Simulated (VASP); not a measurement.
A run of VASP 6.6.1 is set up as follows.

The input INCAR:

```
SYSTEM = AlGa3N4
PREC = Accurate
ENCUT = 520
EDIFF = 1E-7
ISMEAR = 0
SIGMA = 0.02
LREAL = .FALSE.
LASPH = .TRUE.
NELM = 80
ALGO = Normal
ISIF = 2
LWAVE = .FALSE.
LCHARG = .TRUE.
GGA = PS
LELF = .TRUE.
LVHAR = .TRUE.
NBANDS = 41
```

Contents of KPOINTS:

```
regular mesh
0
G
  6 8 6
  0 0 0
```

Contents of POSCAR:

```
AlGa3N4
1.0
    5.1423512040      0.0000000000      0.0000000000
    0.0000000000      3.1649848011      0.0000000000
   -0.0034562421      0.0000000000      5.4784942212
Al Ga N
1 3 4
Direct
    0.0006034235      0.5000000000      0.6673576246
    0.4991167026      0.5000000000      0.3349195796
    0.4990273840      0.0000000000      0.8315570006
    0.9998617813      0.0000000000      0.1661805284
    0.1196687536      0.5000000000      0.3400974151
    0.1176459797      0.0000000000      0.8263760593
    0.6204436392      0.0000000000      0.1662162869
    0.6312323461      0.5000000000      0.6672965055
```

Potentials or basis: VASP PAW PBE potentials, release 64 (Al, Ga_d, N).

Launch:

```bash
$ cat potpaw_PBE.64/Al/POTCAR potpaw_PBE.64/Ga_d/POTCAR potpaw_PBE.64/N/POTCAR > POTCAR
$ mpirun -np 1 vasp_std > vasp.out
```

**Question.** What does it give for the largest force?

**Answer.** 0.014 eV/Å.

**Question.** Predict the pressure.

**Answer.** -0.2 GPa.

Forces on the atoms (eV/Å):
```
Al   0.003  0.000  0.001
Ga   0.005  0.000  0.000
Ga   0.008  0.000  0.001
Ga  -0.008  0.000  0.003
N    0.004  0.000 -0.008
N    0.003  0.000  0.006
N    0.000  0.000 -0.001
N   -0.014  0.000 -0.002
```

Caveat: the PAW data sets were made with another functional, which shifts forces and pressure a little.
